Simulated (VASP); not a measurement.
# LiNb16 (a cell with a defect) in VASP: a series of runs

The runs below take LiNb16 (a cell with a defect) through single point, with PBEsol.

All numbers are computed with VASP 6.6.1; they aren't measurements. Logs are shortened: lines on timing, memory, paths and dates and some standing lists are left out, and cuts for length are marked.

**1. The cell of the first run**

The cell holds a defect, 17 atoms: a = 6.600 Å, b = 6.600 Å, c = 6.600 Å, α = 90.00°, β = 90.00°, γ = 90.00°.

**2. Single point, PBEsol**

Input file INCAR:

```
SYSTEM = LiNb16
PREC = Accurate ; ENCUT = 520
EDIFF = 1E-6 ; ISMEAR = -1
SIGMA = 0.05 ; LREAL = Auto
LASPH = .TRUE. ; NELM = 80
ALGO = Normal ; ISIF = 2
LWAVE = .FALSE. ; LCHARG = .TRUE.
GGA = PS ; LELF = .TRUE.
LVHAR = .TRUE. ; NBANDS = 120
```

Input file KPOINTS:

```
regular mesh
0
G
  3 3 3
  0 0 0
```

Input file POSCAR:

```
LiNb16
1.0
    6.6000000000      0.0000000000      0.0000000000
    0.0000000000      6.6000000000      0.0000000000
    0.0000000000      0.0000000000      6.6000000000
Nb Li
16 1
Direct
   -0.0286060606     -0.0154090909      0.0209393939
    0.4970909091      0.0114545455     -0.0210757576
    0.0005606061      0.5149545455     -0.0288484848
   -0.0559848485      0.0225454545      0.4878939394
    0.2146363636      0.2678333333      0.2594545455
    0.4541969697      0.5105606061     -0.0110909091
    0.4500151515     -0.0034848485      0.5835303030
    0.7777121212      0.2799242424      0.2936515152
   -0.0083939394      0.5503484848      0.4677121212
    0.2280000000      0.7872121212      0.2073333333
    0.2065909091      0.2821363636      0.7597727273
    0.4700454545      0.4804545455      0.4994545455
    0.7742424242      0.7309242424      0.2317878788
    0.7306969697      0.2588787879      0.7821666667
    0.2513484848      0.7555757576      0.7396818182
    0.7346212121      0.7354242424      0.7252424242
    0.5566969697      0.9701363636      0.2880606061
```

Potentials or basis: VASP PAW PBE potentials, release 64 (Nb_sv, Li_sv).

Command:

```console
cat potpaw_PBE.64/Nb_sv/POTCAR potpaw_PBE.64/Li_sv/POTCAR > POTCAR
mpirun -np 1 vasp_std > vasp.out
```

OUTCAR:

```text
SYSTEM = LiNb16
   PREC = Accurate
   ENCUT = 520
   EDIFF = 1E-6
   ISMEAR = -1
   LREAL = Auto
   LASPH = .TRUE.
   NELM = 80
   ISIF = 2
   GGA = PS

 ion  position               nearest neighbor table
   1  0.971  0.985  0.021-  10 2.47  13 2.54  14 2.88   5 2.92   8 2.95  16 2.99  15 3.02  11 3.04

   2  0.497  0.011  0.979-  17 2.10  14 2.59   7 2.63  10 2.76  15 2.82  16 2.93  11 2.99
   3  0.001  0.515  0.971-  11 2.48  13 2.69  14 2.75  15 2.76  16 2.80  10 2.81   5 2.88   6 3.00
                             8 3.02
   4  0.944  0.023  0.488-   8 2.39  13 2.80  16 2.82   5 2.84  14 2.86  11 3.03
   5  0.215  0.268  0.259-  12 2.71   9 2.74   4 2.84   6 2.87   3 2.88   8 2.89   1 2.92
   6  0.454  0.511  0.989-  15 2.67  11 2.69  10 2.76  14 2.82   5 2.87  16 2.94   3 3.00  13 3.02
[... 11 lines left out ...]
  14  0.731  0.259  0.782-   2 2.59   3 2.75   6 2.82   7 2.85   4 2.86   1 2.88  12 2.93
  15  0.251  0.756  0.740-   7 2.30   6 2.67   3 2.76  12 2.81   2 2.82   9 2.83   1 3.02
  16  0.735  0.735  0.725-   9 2.69   7 2.72   3 2.80   4 2.82  12 2.85   2 2.93   6 2.94   1 2.99

  17  0.557  0.970  0.288-   7 2.08   2 2.10  13 2.17   8 2.51  10 2.54

  LATTYP: Found a simple cubic cell.
 ALAT       =     6.6000000000

  Lattice vectors:

 A1 = (   6.6000000000,   0.0000000000,   0.0000000000)
 A2 = (   0.0000000000,   6.6000000000,   0.0000000000)
 A3 = (   0.0000000000,   0.0000000000,   6.6000000000)

Analysis of symmetry for initial positions (statically):
=====================================================================
 Subroutine PRICEL returns:
 Original cell was already a primitive cell.

 Routine SETGRP: Setting up the symmetry group for a
 simple cubic supercell.

 Subroutine GETGRP returns: Found  1 space group operations
 (whereof  1 operations were pure point group operations)
 out of a pool of 48 trial point group operations.

The static configuration has the point symmetry C_1 .

Analysis of symmetry for dynamics (positions and initial velocities):
=====================================================================
 Subroutine PRICEL returns:
 Original cell was already a primitive cell.

 Routine SETGRP: Setting up the symmetry group for a
 simple cubic supercell.

 Subroutine GETGRP returns: Found  1 space group operations
 (whereof  1 operations were pure point group operations)
 out of a pool of 48 trial point group operations.

[... 122 lines left out ...]
   NSW    =      0    number of steps for IOM
   IBRION =     -1    ionic relax: 0-MD 1-quasi-New 2-CG
   NFREE  =      0    steps in history (QN), initial steepest desc. (CG)
   ISIF   =      2    stress and relaxation
   ISYM   =      2    0-nonsym 1-usesym 2-fastsym
   POTIM  = 0.5000    time-step for ionic-motion
   TEBEG  =    0.0;   TEEND  =   0.0 temperature during run
   PSTRESS=    0.0 pullay stress
   NELECT =     211.0000    total number of electrons
   NUPDOWN=      -1.0000    fix difference up-down
   EMIN   =  10.00;   EMAX   =-10.00  energy-range for DOS
   EFERMI =   0.00;   METHOD = LEGACY
   ISMEAR =    -1;   SIGMA  =   0.05  broadening in eV -4-tet -1-fermi 0-gaus
   EFERMI_NEDOS =   21; number of points for ismear=-14 and -15
   IALGO  =     38    algorithm
   IMIX   =      4    mixing-type and parameters
     AMIX     =   0.40;   BMIX     =  1.00
     AMIX_MAG =   1.60;   BMIX_MAG =  1.00
  volume/ion in A,a.u.               =      16.91       114.12
  Fermi-wavevector in a.u.,A,eV,Ry     =   1.476698  2.790555 29.669371  2.180637
  Thomas-Fermi vector in A             =   2.591193
   LORBIT       =      0    0 simple, 1 ext, 2 COOP (PROOUT), +10 PAW based schemes
   GGA     = PS    functional components
   LHFCALC =     F    Hartree Fock is set to
   AEXX    =    0.0000 exact exchange contribution
   IVDW    =     0    specifies the selected vdW correction
   LEPSILON=     F    determine dielectric tensor
   LRPA    =     F    only Hartree local field effects (RPA)
 non-spin polarized calculation
  energy-cutoff  :      520.00
  volume of cell :      287.50
 maximum number of plane-waves:      7809
 NGX is ok and might be reduce to    50
   NGX = 25   NGY = 25   NGZ = 25

 number of electron     211.0000002 magnetization

 Free energy of the ion-electron system (eV)
  ---------------------------------------------------
  ext. energy  EPLUGINS =         0.00000000
  ---------------------------------------------------
  free energy    TOTEN  =      -169.50938816 eV

  energy without entropy =     -169.36393081  energy(sigma->0) =     -169.43665948

 E-fermi :  11.4418     XC(G=0): -12.6560

 val. band max:       11.4409769415   @ k =  -0.3333  -0.3333   0.3333
 cond. band min:      11.4446103635   @ k =   0.3333   0.0000   0.3333
 fundamental gap:      0.0036334220
 Fermi energy:        11.4418416324

 k-point     1 :       0.0000    0.0000    0.0000
  band No.  band energies     occupation
      1     -43.1021      2.00000
      2     -42.9698      2.00000
      3     -42.8688      2.00000
      4     -42.8569      2.00000
      5     -42.8342      2.00000
      6     -42.8114      2.00000
[... 1669 lines left out ...]
    116      13.0711      0.00000
    117      13.2361      0.00000
 [bands above 117 left out]

------------------------ aborting loop because EDIFF is reached ----------------------------------------

  FORCE on cell =-STRESS in cart. coord.  units (eV):
  Direction    XX          YY          ZZ          XY          YZ          ZX
  --------------------------------------------------------------------------------------
  -------------------------------------------------------------------------------------
  Total       14.0673487     13.8687462     18.6770511     -2.5216631     -0.6647085     -0.2593083
  in kB       78.3954806     77.2886954    104.0847448    -14.0528960     -3.7043328     -1.4450913
  external PRESSURE =      86.5896403 kB  Pullay stress =       0.0000000 kB

 VOLUME and BASIS-vectors are now :
 -----------------------------------------------------------------------------
  energy-cutoff  :      520.00
  volume of cell :      287.50
      direct lattice vectors                 reciprocal lattice vectors
     6.600000000  0.000000000  0.000000000     0.151515152  0.000000000  0.000000000
     0.000000000  6.600000000  0.000000000     0.000000000  0.151515152  0.000000000
     0.000000000  0.000000000  6.600000000     0.000000000  0.000000000  0.151515152

 POSITION                                       TOTAL-FORCE (eV/Angst)
 -----------------------------------------------------------------------------------
      6.41120      6.49830      0.13820         0.122848      2.551139     -1.971944
      3.28080      0.07560      6.46090        -0.951227      0.329005     -0.553996
      0.00370      3.39870      6.40960        -1.049703     -0.004381      0.914956
      6.23050      0.14880      3.22010         1.903107     -1.138297      1.745737
      1.41660      1.76770      1.71240         1.338421     -0.562983     -0.555352
      2.99770      3.36970      6.52680         2.377287     -0.611747      0.839999
[... 9 lines left out ...]
      4.84850      4.85380      4.78660        -0.445718      0.466432      0.812047
      3.67420      6.40290      1.90120         0.302023      0.848554      0.609972
 -----------------------------------------------------------------------------------
    total drift:                               -0.005824      0.001324      0.001661

  FREE ENERGIE OF THE ION-ELECTRON SYSTEM (eV)
  ---------------------------------------------------
  free  energy   TOTEN  =      -169.5093881632 eV

  energy  without entropy=     -169.3639308053  energy(sigma->0) =     -169.43665948
```

stdout:

```text
POSCAR found type information on POSCAR NbLi
 POSCAR found :  2 types and      17 ions
 scaLAPACK will be used
 -----------------------------------------------------------------------------
|                                                                             |
|                                                                             |
|     You enforced a specific xc type in the INCAR file but a different       |
|     I HOPE YOU KNOW WHAT YOU ARE DOING!                                     |
|                                                                             |
 -----------------------------------------------------------------------------

 LDA part: xc-table for (Slater+PW92), standard interpolation
 POSCAR, INCAR and KPOINTS ok, starting setup
 FFT: planning ... GRIDC
 FFT: planning ... GRID_SOFT
 FFT: planning ... GRID
 WAVECAR not read
 entering main loop
```

Run time: 39 min. Hardware: 1 thread of Intel Xeon 8259CL, shared host; peak memory 0.52 GiB.

What came out:

```yaml
Free_energy: -169.5094 eV
Largest_force: 3.310 eV/Å
Band_gap_on_the_k_mesh: zero (an odd number of electrons rules out a gap without spin polarisation)
```

Forces in eV/Å, atoms in the order of the input:
```
Nb   0.123  2.551 -1.972
Nb  -0.951  0.329 -0.554
Nb  -1.050 -0.004  0.915
Nb   1.903 -1.138  1.746
Nb   1.338 -0.563 -0.555
Nb   2.377 -0.612  0.840
Nb   0.416  2.122 -1.054
Nb  -2.599  0.431 -2.004
Nb   1.163 -1.857  2.200
Nb   0.772 -1.068  1.410
Nb   0.405 -1.251 -0.608
Nb   0.699  1.195 -0.486
Nb  -1.667 -0.933 -0.729
Nb  -0.386 -0.022 -0.759
Nb  -2.402 -0.493  0.189
Nb  -0.446  0.466  0.812
Li   0.302  0.849  0.610
```

Levels at points of the mesh, in eV from the Fermi level:
| k point | band 101 | band 102 | band 103 | band 104 | band 105 | band 106 | band 107 | band 108 | band 109 | band 110 |
| --- | --- | --- | --- | --- | --- | --- | --- | --- | --- | --- |
| (0.00, 0.00, 0.00) | -0.15 | 0.04 | 0.22 | 0.25 | 0.27 | 0.41 | 0.46 | 0.59 | 0.77 | 0.85 |

Caveat: the cutoff is under 1.25 times the usual one of these potentials, so pressure, stress and relaxed cells hold a basis-set (Pulay) error; the atoms stand as in a frame of molecular dynamics; the PAW data sets were made with another functional, which shifts forces and pressure a little.

**3. Single point, PBEsol**

Input file INCAR:

```
SYSTEM = LiNb16
PREC     = Accurate       ! precision mode
ENCUT    = 520            ! plane-wave cutoff, eV
EDIFF    = 1E-7           ! SCF threshold, eV
ISMEAR   = -1             ! smearing method
SIGMA    = 0.05           ! smearing width, eV
LREAL    = Auto         
LASPH    = .TRUE.         ! aspherical terms in the spheres
NELM     = 60             ! most SCF steps
ALGO     = Normal         ! electronic algorithm
ISIF     = 2              ! what is computed and relaxed
LWAVE    = .FALSE.        ! write WAVECAR
LCHARG   = .FALSE.        ! write CHGCAR
GGA      = PS             ! functional
NBANDS   = 120            ! bands
```

KPOINTS is that of step 2.

Input file POSCAR:

```
LiNb16
1.0
    6.6000000000      0.0000000000      0.0000000000
    0.0000000000      6.6000000000      0.0000000000
    0.0000000000      0.0000000000      6.6000000000
Nb Li
16 1
Direct
   -0.0081666667     -0.0097575758      0.0492878788
    0.4436060606     -0.0033030303      0.0019393939
    0.0123636364      0.5035606061      0.0189393939
   -0.0300606061      0.0018484848      0.5143030303
    0.2333333333      0.2604393939      0.2530757576
    0.4544242424      0.5234393939      0.0084393939
    0.4398484848      0.0528939394      0.5794242424
    0.7728939394      0.2971666667      0.2915757576
    0.0056212121      0.5369090909      0.5331515152
    0.2620151515      0.7796060606      0.2727272727
    0.2356060606      0.2598939394      0.8198636364
    0.4692727273      0.4969090909      0.4947121212
    0.7671818182      0.7394393939      0.2536515152
    0.7282727273      0.2836060606      0.7689090909
    0.2221363636      0.7527575758      0.7567121212
    0.6931212121      0.7465303030      0.7095757576
    0.6031212121      1.0080909091      0.2950757576
```

Potentials or basis: VASP PAW PBE potentials, release 64 (Nb_sv, Li_sv).

Command:

```console
cat potpaw_PBE.64/Nb_sv/POTCAR potpaw_PBE.64/Li_sv/POTCAR > POTCAR
mpirun -np 1 vasp_std > vasp.out
```

OUTCAR:

```text
SYSTEM = LiNb16
   PREC = Accurate
   ENCUT = 520
   EDIFF = 1E-7
   ISMEAR = -1
   LREAL = Auto
   LASPH = .TRUE.
   NELM = 60
   ISIF = 2
   GGA = PS

 ion  position               nearest neighbor table
   1  0.992  0.990  0.049-  13 2.60  10 2.70   5 2.74  11 2.84  15 2.91   8 2.96   2 3.00
   2  0.444  0.997  0.002-  17 2.20  11 2.52  10 2.59  15 2.71   5 2.78   7 2.81   1 3.00  16 3.03

   3  0.012  0.504  0.019-  11 2.55   5 2.66  13 2.73   8 2.76  15 2.76  14 2.89   6 2.92  10 2.97

   4  0.970  0.002  0.514-   8 2.77  13 2.78  16 2.80  17 2.82  15 2.83  10 2.90  14 2.97   5 2.98
[... 1920 lines left out ...]
  in kB       71.5552874     99.1021202     89.6094719     -8.0386941      4.8847495     -8.7493063
  external PRESSURE =      86.7556265 kB  Pullay stress =       0.0000000 kB

 VOLUME and BASIS-vectors are now :
 -----------------------------------------------------------------------------
  energy-cutoff  :      520.00
  volume of cell :      287.50
      direct lattice vectors                 reciprocal lattice vectors
     6.600000000  0.000000000  0.000000000     0.151515152  0.000000000  0.000000000
     0.000000000  6.600000000  0.000000000     0.000000000  0.151515152  0.000000000
     0.000000000  0.000000000  6.600000000     0.000000000  0.000000000  0.151515152

 POSITION                                       TOTAL-FORCE (eV/Angst)
 -----------------------------------------------------------------------------------
      6.54610      6.53560      0.32530        -1.490749      0.870082     -1.312866
      2.92780      6.57820      0.01280         2.113634     -0.043688     -0.850190
      0.08160      3.32350      0.12500        -2.177231      0.837509     -0.464137
      6.40160      0.01220      3.39440         0.221458      1.130284      0.647184
      1.54000      1.71890      1.67030         0.194814     -0.154279      2.507986
      2.99920      3.45470      0.05570         3.426027     -0.109911      0.371365
[... 9 lines left out ...]
      4.57460      4.92710      4.68320         0.819741      0.745216      1.786163
      3.98060      0.05340      1.94750        -0.084225      0.665020      0.393614
 -----------------------------------------------------------------------------------
    total drift:                               -0.002013     -0.001238     -0.007032

  FREE ENERGIE OF THE ION-ELECTRON SYSTEM (eV)
  ---------------------------------------------------
  free  energy   TOTEN  =      -169.9708749826 eV

  energy  without entropy=     -169.8235541215  energy(sigma->0) =     -169.89721455
```

It took 23 min on 1 thread of AMD EPYC 7R43 (Zen 3), shared host; peak memory 0.48 GiB.

Results:

| Item | Value |
| --- | --- |
| Free energy | -169.9709 eV |
| Largest force | 3.554 eV/Å |
| Band gap on the k mesh | zero (an odd number of electrons rules out a gap without spin polarisation) |

Forces on the atoms (eV/Å):
```
Nb  -1.491  0.870 -1.313
Nb   2.114 -0.044 -0.850
Nb  -2.177  0.838 -0.464
Nb   0.221  1.130  0.647
Nb   0.195 -0.154  2.508
Nb   3.426 -0.110  0.371
Nb   0.691 -0.329 -0.665
Nb   0.237  0.684 -0.589
Nb  -0.822 -1.917 -1.052
Nb  -1.598 -0.955  0.150
Nb  -2.092  0.383 -2.847
Nb   0.831  0.314  0.628
Nb  -0.190 -1.789 -0.592
Nb   0.218 -0.813  0.722
Nb  -0.298  0.482  1.167
Nb   0.820  0.745  1.786
Li  -0.084  0.665  0.394
```

Caveat: the cutoff is under 1.25 times the usual one of these potentials, so pressure, stress and relaxed cells hold a basis-set (Pulay) error; the atoms stand as in a frame of molecular dynamics; the PAW data sets were made with another functional, which shifts forces and pressure a little.
